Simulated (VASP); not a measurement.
# SnO (P1) in VASP: notebook, part 2 of 2

VASP 6.6.1.

## 3. Single point, PBEsol

Contents of INCAR:

```
SYSTEM = SnO
  PREC = Accurate
  ENCUT = 520
  EDIFF = 1E-6
  ISMEAR = -1
  SIGMA = 0.146
  LREAL = Auto
  LASPH = .True.
  NELM = 80
  ALGO = Normal
  ISIF = 2
  LWAVE = .False.
  LCHARG = .False.
  GGA = PS
  NBANDS = 94
```

Contents of KPOINTS:

```
Automatic mesh
0
Gamma
  3 3 2
  0 0 0
```

Contents of POSCAR:

```
SnO
1.0
    6.5963126664      0.0000000000      0.0000000000
   -3.2981563332      5.7125743404      0.0000000000
    0.0000000000      0.0000000000      9.2163704805
Sn O
8 8
Direct
    0.1675974858      0.3443030905     -0.0106911935
    0.3154935810      0.1574307740      0.4860331960
    0.1476242766      0.8184614714     -0.0039830213
    0.3445987361      0.6879355551      0.5036256962
    0.6800468001      0.3405121551     -0.0056415918
    0.8385814996      0.1520727693      0.4803844430
    0.6742265222      0.8423487754     -0.0002250344
    0.8304952618      0.6746112646      0.4959648714
    0.1889844899      0.3661554100      0.3923828808
    0.3411964083      0.1737747189      0.9165692740
    0.1600010132      0.8172865195      0.3668828209
    0.3482669917      0.7262963688      0.8644076339
    0.7052274121      0.3536556165      0.3993789104
    0.8064499190      0.1499964725      0.8725151639
    0.6833480309      0.8588408146      0.3422070550
    0.8148663476      0.6328563594      0.8488975152
```

Potentials or basis: VASP PAW PBE potentials, release 64 (Sn_d, O).

Command:

```bash
$ cat potpaw_PBE.64/Sn_d/POTCAR potpaw_PBE.64/O/POTCAR > POTCAR
$ mpirun -np 1 vasp_std > vasp.out
```

OUTCAR:

```text
SYSTEM = SnO
   PREC = Accurate
   ENCUT = 520
   EDIFF = 1E-6
   ISMEAR = -1
   LREAL = Auto
   LASPH = .True.
   NELM = 80
   ISIF = 2
   GGA = PS

 ion  position               nearest neighbor table
   1  0.168  0.344  0.989-  10 2.08  14 2.33  12 2.47   3 3.20   5 3.20   7 3.28   7 3.32   5 3.39
                             3 3.41
   2  0.315  0.157  0.486-   9 2.12  11 2.23  13 2.37   6 3.13   8 3.19   4 3.20   8 3.41   4 3.41
                             6 3.47
   3  0.148  0.818  0.996-  12 2.10  10 2.16  16 2.34   5 3.12   1 3.20   7 3.20   7 3.40   1 3.41
                             5 3.48
   4  0.345  0.688  0.504-   9 2.11  11 2.20  15 2.44   6 3.17   2 3.20   8 3.25   8 3.35   2 3.41
                             6 3.45
   5  0.680  0.341  0.994-  10 2.06  14 2.14  16 2.14   3 3.12   1 3.20   7 3.27   7 3.33   1 3.39
                             3 3.48
   6  0.839  0.152  0.480-  13 2.07  15 2.10   9 2.17   8 3.13   2 3.13   4 3.17   4 3.45   2 3.47
                             8 3.48
   7  0.674  0.842  1.000-  14 2.12  12 2.26  16 2.45   3 3.20   5 3.27   1 3.28   1 3.32   5 3.33
                             3 3.40
   8  0.830  0.675  0.496-  13 2.05  11 2.23  15 2.37   6 3.13   2 3.19   4 3.25   4 3.35   2 3.41
                             6 3.48
   9  0.189  0.366  0.392-   4 2.11   2 2.12   6 2.17
  10  0.341  0.174  0.917-   5 2.06   1 2.08   3 2.16
  11  0.160  0.817  0.367-   4 2.20   8 2.23   2 2.23
  12  0.348  0.726  0.864-   3 2.10   7 2.26   1 2.47
  13  0.705  0.354  0.399-   8 2.05   6 2.07   2 2.37
  14  0.806  0.150  0.873-   7 2.12   5 2.14   1 2.33
  15  0.683  0.859  0.342-   6 2.10   8 2.37   4 2.44
  16  0.815  0.633  0.849-   5 2.14   3 2.34   7 2.45

  LATTYP: Found a hexagonal cell.
 ALAT       =     6.5963126664
 C/A-ratio  =     1.3972003673

  Lattice vectors:

 A1 = (   6.5963126664,   0.0000000000,   0.0000000000)
 A2 = (  -3.2981563332,   5.7125743404,   0.0000000000)
 A3 = (   0.0000000000,   0.0000000000,   9.2163704805)

Analysis of symmetry for initial positions (statically):
=====================================================================
 Subroutine PRICEL returns:
 Original cell was already a primitive cell.

 Routine SETGRP: Setting up the symmetry group for a
 hexagonal supercell.

 Subroutine GETGRP returns: Found  1 space group operations
 (whereof  1 operations were pure point group operations)
 out of a pool of 24 trial point group operations.

The static configuration has the point symmetry C_1 .

Analysis of symmetry for dynamics (positions and initial velocities):
=====================================================================
 Subroutine PRICEL returns:
 Original cell was already a primitive cell.

 Routine SETGRP: Setting up the symmetry group for a
 hexagonal supercell.

 Subroutine GETGRP returns: Found  1 space group operations
 (whereof  1 operations were pure point group operations)
 out of a pool of 24 trial point group operations.

The dynamic configuration has the point symmetry C_1 .

 Subroutine INISYM returns: Found  1 space group operations
 (whereof  1 operations are pure point group operations),
 and found     1 'primitive' translations

[... 84 lines left out ...]
  0.000000  0.000000  0.500000      1.000000
  0.333333  0.000000  0.500000      2.000000
  0.000000  0.333333  0.500000      2.000000
 -0.333333  0.333333  0.500000      2.000000
  0.333333  0.333333  0.500000      2.000000
   k-points           NKPTS =     10   k-points in BZ     NKDIM =     10   number of bands    NBANDS=     94
   number of dos      NEDOS =    301   number of ions     NIONS =     16
   total plane-waves  NPLWV = 175000
   dimension x,y,z NGX =    50 NGY =   50 NGZ =   70
   dimension x,y,z NGXF=   100 NGYF=  100 NGZF=  140
   ions per type =               8   8
   NGX,Y,Z   is equivalent  to a cutoff of  12.60, 12.60, 12.63 a.u.
   NGXF,Y,Z  is equivalent  to a cutoff of  25.20, 25.20, 25.25 a.u.
 SYSTEM =  SnO
   PREC   = accura    normal or accurate (medium, high low for compatibility)
   ISTART =      0    job   : 0-new  1-cont  2-samecut
   ICHARG =      2    charge: 1-file 2-atom 10-const
   ISPIN  =      1    spin polarized calculation?
   LNONCOLLINEAR =      F non collinear calculations
   LSORBIT =      F    spin-orbit coupling
   LASPH  =      T    aspherical Exc in radial PAW
   ENCUT  =  520.0 eV  38.22 Ry    6.18 a.u.  12.26 12.26 17.14*2*pi/ulx,y,z
   NELM   =     80;   NELMIN=  2; NELMDL= -5     # of ELM steps
   EDIFF  = 0.1E-05   stopping-criterion for ELM
   LREAL  =      T    real-space projection
   EDIFFG = 0.1E-04   stopping-criterion for IOM
   NSW    =      0    number of steps for IOM
   IBRION =     -1    ionic relax: 0-MD 1-quasi-New 2-CG
   NFREE  =      0    steps in history (QN), initial steepest desc. (CG)
   ISIF   =      2    stress and relaxation
   ISYM   =      2    0-nonsym 1-usesym 2-fastsym
   POTIM  = 0.5000    time-step for ionic-motion
   TEBEG  =    0.0;   TEEND  =   0.0 temperature during run
   PSTRESS=    0.0 pullay stress
   NELECT =     160.0000    total number of electrons
   NUPDOWN=      -1.0000    fix difference up-down
   EMIN   =  10.00;   EMAX   =-10.00  energy-range for DOS
   EFERMI =   0.00;   METHOD = LEGACY
   ISMEAR =    -1;   SIGMA  =   0.15  broadening in eV -4-tet -1-fermi 0-gaus
   EFERMI_NEDOS =   21; number of points for ismear=-14 and -15
   IALGO  =     38    algorithm
   IMIX   =      4    mixing-type and parameters
     AMIX     =   0.40;   BMIX     =  1.00
     AMIX_MAG =   1.60;   BMIX_MAG =  1.00
  volume/ion in A,a.u.               =      21.71       146.48
  Fermi-wavevector in a.u.,A,eV,Ry     =   1.264398  2.389366 21.751667  1.598702
  Thomas-Fermi vector in A             =   2.397705
   LORBIT       =      0    0 simple, 1 ext, 2 COOP (PROOUT), +10 PAW based schemes
   GGA     = PS    functional components
   LHFCALC =     F    Hartree Fock is set to
   AEXX    =    0.0000 exact exchange contribution
   IVDW    =     0    specifies the selected vdW correction
   LEPSILON=     F    determine dielectric tensor
   LRPA    =     F    only Hartree local field effects (RPA)
 non-spin polarized calculation
  energy-cutoff  :      520.00
  volume of cell :      347.29
 maximum number of plane-waves:      9384
 NGX is ok and might be reduce to    50
   NGX = 25   NGY = 25   NGZ = 35

 number of electron     160.0000010 magnetization

 Free energy of the ion-electron system (eV)
  ---------------------------------------------------
  ext. energy  EPLUGINS =         0.00000000
  ---------------------------------------------------
  free energy    TOTEN  =       -89.59260944 eV

  energy without entropy =      -89.54974966  energy(sigma->0) =      -89.57117955

 E-fermi :   4.3963     XC(G=0):  -9.2043

 val. band max:        3.8345324114   @ k =   0.3333   0.3333   0.0000
 cond. band min:       4.6731491770   @ k =   0.0000   0.0000   0.0000
 fundamental gap:      0.8386167657
 Fermi energy:         4.3963076780

 k-point     1 :       0.0000    0.0000    0.0000
  band No.  band energies     occupation
      1     -17.7097      2.00000
      2     -17.6201      2.00000
      3     -17.4965      2.00000
      4     -17.4593      2.00000
      5     -17.3596      2.00000
      6     -17.3444      2.00000
[... 939 lines left out ...]
     91       7.9260      0.00000
     92       8.1217      0.00000
 [bands above 92 left out]

------------------------ aborting loop because EDIFF is reached ----------------------------------------

  FORCE on cell =-STRESS in cart. coord.  units (eV):
  Direction    XX          YY          ZZ          XY          YZ          ZX
  --------------------------------------------------------------------------------------
  -------------------------------------------------------------------------------------
  Total        0.2867434      2.1261343     -7.5829261     -0.7599872      1.2158722     -0.1616971
  in kB        1.3228510      9.8086276    -34.9827853     -3.5060962      5.6092591     -0.7459673
  external PRESSURE =      -7.9504356 kB  Pullay stress =       0.0000000 kB

 VOLUME and BASIS-vectors are now :
 -----------------------------------------------------------------------------
  energy-cutoff  :      520.00
  volume of cell :      347.29
      direct lattice vectors                 reciprocal lattice vectors
     6.596312666  0.000000000  0.000000000     0.151599848  0.087526213  0.000000000
    -3.298156333  5.712574340  0.000000000     0.000000000  0.175052427  0.000000000
     0.000000000  0.000000000  9.216370481     0.000000000  0.000000000  0.108502583

 POSITION                                       TOTAL-FORCE (eV/Angst)
 -----------------------------------------------------------------------------------
     -0.03004      1.96686      9.11784        -0.628410      0.531428     -0.058137
      1.56186      0.89933      4.47946         1.039216      0.073322      0.345510
     -1.72564      4.67552      9.17966        -0.213567     -0.169910     -0.476691
      0.00416      3.92988      4.64160         0.304609      0.425363     -0.776489
      3.36274      1.94520      9.16438         0.260492      0.593256     -0.038923
      5.02999      0.86873      4.42740        -0.189927      0.068179      0.438907
[... 8 lines left out ...]
      1.67499      4.90619      3.15391        -0.108034     -0.500688      0.964372
      3.28785      3.61524      7.82375        -0.008091      0.568171      1.272689
 -----------------------------------------------------------------------------------
    total drift:                                0.033188      0.000341      0.016825

  FREE ENERGIE OF THE ION-ELECTRON SYSTEM (eV)
  ---------------------------------------------------
  free  energy   TOTEN  =       -89.5926094354 eV

  energy  without entropy=      -89.5497496622  energy(sigma->0) =      -89.57117955
```

It took 9.9 min on 1 thread of Intel Xeon Platinum 8259CL at 2.50GHz (Skylake/Cascade Lake), shared host; peak memory 0.51 GiB.

Results:

| Item | Value |
| --- | --- |
| Free energy | -89.5926 eV |
| Pressure | -0.8 GPa |
| Largest force | 1.442 eV/Å |
| Band gap on the k mesh | 0.84 eV, indirect (least direct gap 0.94 eV) |

Forces in eV/Å, atoms in the order of the input:
```
Sn  -0.628  0.531 -0.058
Sn   1.039  0.073  0.346
Sn  -0.214 -0.170 -0.477
Sn   0.305  0.425 -0.776
Sn   0.260  0.593 -0.039
Sn  -0.190  0.068  0.439
Sn  -0.215 -0.744 -1.146
Sn  -0.048  0.590 -0.438
O    0.016 -0.359 -0.712
O   -0.561 -0.335 -0.939
O   -0.087  0.374  0.774
O    0.503 -0.897  1.011
O   -0.913 -0.617 -0.569
O    0.849  0.398  0.348
O   -0.108 -0.501  0.964
O   -0.008  0.568  1.273
```

Caveat: the PAW data sets were made with another functional, which shifts forces and pressure a little; spin-orbit coupling is left out, which moves the levels of the heavy elements. As with any semilocal functional, this PBEsol gap is likely too small.
